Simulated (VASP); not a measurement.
Crystal: Ga.

```xyz
12
Lattice="3.4610 1.9982 5.9023 -3.4610 1.9982 5.9023 0.0000 -3.9964 5.9023" Properties=species:S:1:pos:R:3 pbc="T T T"
Ga   -2.2269    1.2857    3.9781
Ga    0.0000   -2.5713    3.9781
Ga    2.2269    1.2857    3.9781
Ga    2.2269   -1.2857   13.7289
Ga   -2.2269   -1.2857   13.7289
Ga    0.0000    2.5713   13.7289
Ga   -1.4170    0.8181    6.3330
Ga    0.0000   -1.6362    6.3330
Ga    1.4170    0.8181    6.3330
Ga    1.4170   -0.8181   11.3740
Ga   -1.4170   -0.8181   11.3740
Ga    0.0000    1.6362   11.3740
```

```yaml
Program: VASP 6.6.1
Task: relaxation of cell and atoms
Functional: PBEsol
Potentials_or_basis: VASP PAW PBE potentials, release 64 (Ga_d)
Cutoff: 600 eV
k_mesh: 3 × 3 × 3
Occupations: gaussian, width 0.1 eV
Spin: no spin polarisation
```

At the start: pressure 6.0 GPa; volume 20.41 Å³/atom.

Task: Where does the relaxation end?

Result: Over 9 steps the energy falls by 73.8 meV/atom and the volume is 21.48 Å³/atom (+5.3 %); space group R-3m (No. 166, to 0.05 Å).

The path:
```
step  energy change (eV)  largest force (eV/Å)  pressure (GPa)  volume (Å³)
   1              0.0000                1.5689            6.04       244.91
   2             -0.6473                0.5128           -2.46       273.19
   3             -0.7014                0.4003           -0.90       266.28
   4             -0.7962                0.2746           -0.78       263.41
   5             -0.8441                0.3538           -0.16       259.17
   6             -0.8764                0.1573            0.13       256.17
   7             -0.8764                0.1627            0.22       256.02
   8             -0.8851                0.0621           -0.02       257.31
   9             -0.8859                0.0382           -0.06       257.78
```

Final structure:
```xyz
12
Lattice="3.4969 2.0189 6.0855 -3.4969 2.0189 6.0855 0.0000 -4.0378 6.0855" Properties=species:S:1:pos:R:3 pbc="T T T"
Ga   -2.1846    1.2613    4.1359
Ga    0.0000   -2.5226    4.1359
Ga    2.1846    1.2613    4.1359
Ga    2.1846   -1.2613   14.1207
Ga   -2.1846   -1.2613   14.1207
Ga    0.0000    2.5226   14.1207
Ga   -1.3363    0.7715    6.5727
Ga    0.0000   -1.5430    6.5727
Ga    1.3363    0.7715    6.5727
Ga    1.3363   -0.7715   11.6840
Ga   -1.3363   -0.7715   11.6840
Ga    0.0000    1.5430   11.6840
```

Caveat: the k points lie up to 0.36 Å⁻¹ apart in the final cell; the PAW data sets were made with another functional, which shifts forces and pressure a little.
